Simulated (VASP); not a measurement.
Sc5W:

```
CELL_PARAMETERS angstrom
0.00000 3.94535 3.94535
3.94535 0.00000 3.94535
3.94535 3.94535 0.00000
ATOMIC_POSITIONS crystal
Sc 0.25000 0.25000 0.25000
Sc 0.12500 0.62500 0.62500
Sc 0.62500 0.62500 0.62500
Sc 0.62500 0.12500 0.62500
Sc 0.62500 0.62500 0.12500
W 0.00000 0.00000 0.00000
```

| Property | Result |
| --- | --- |
| Program | VASP 6.6.1 |
| Task | relaxation of cell and atoms |
| Functional | PBE |
| Potentials or basis | VASP PAW PBE potentials, release 64 (Sc_sv, W_sv) |
| Cutoff | 600 eV |
| k mesh | 4 × 4 × 4 |
| Occupations | gaussian, width 0.1 eV |
| Spin | no spin polarisation |

At the start: pressure 5.6 GPa; volume 20.47 Å³/atom.

Task: Where does the relaxation end?

Result: Over 4 steps the energy falls by 33.4 meV/atom and the volume is 22.07 Å³/atom (+7.8 %); space group F-43m (No. 216, to 0.05 Å).

Step by step:
```csv
step,energy change (eV),largest force (eV/Å),pressure (GPa),volume (Å³)
1,0.0000,0.6096,5.56,122.82
2,-0.1795,0.1443,-1.70,135.89
3,-0.1934,0.2350,-0.33,132.93
4,-0.2003,0.0368,-0.03,132.43
```

Final structure:
```cif
data_structure
_symmetry_space_group_name_H-M 'P 1'
_symmetry_Int_Tables_number 1
_cell_length_a 5.7214
_cell_length_b 5.7214
_cell_length_c 5.7214
_cell_angle_alpha 60.000
_cell_angle_beta 60.000
_cell_angle_gamma 60.000
_cell_volume 132.43
loop_
_atom_site_label
_atom_site_type_symbol
_atom_site_fract_x
_atom_site_fract_y
_atom_site_fract_z
_atom_site_occupancy
Sc1 Sc 0.25000 0.25000 0.25000 1
Sc2 Sc 0.11745 0.62752 0.62752 1
Sc3 Sc 0.62752 0.62752 0.62752 1
Sc4 Sc 0.62752 0.11745 0.62752 1
Sc5 Sc 0.62752 0.62752 0.11745 1
W1 W 0.00000 0.00000 0.00000 1
```
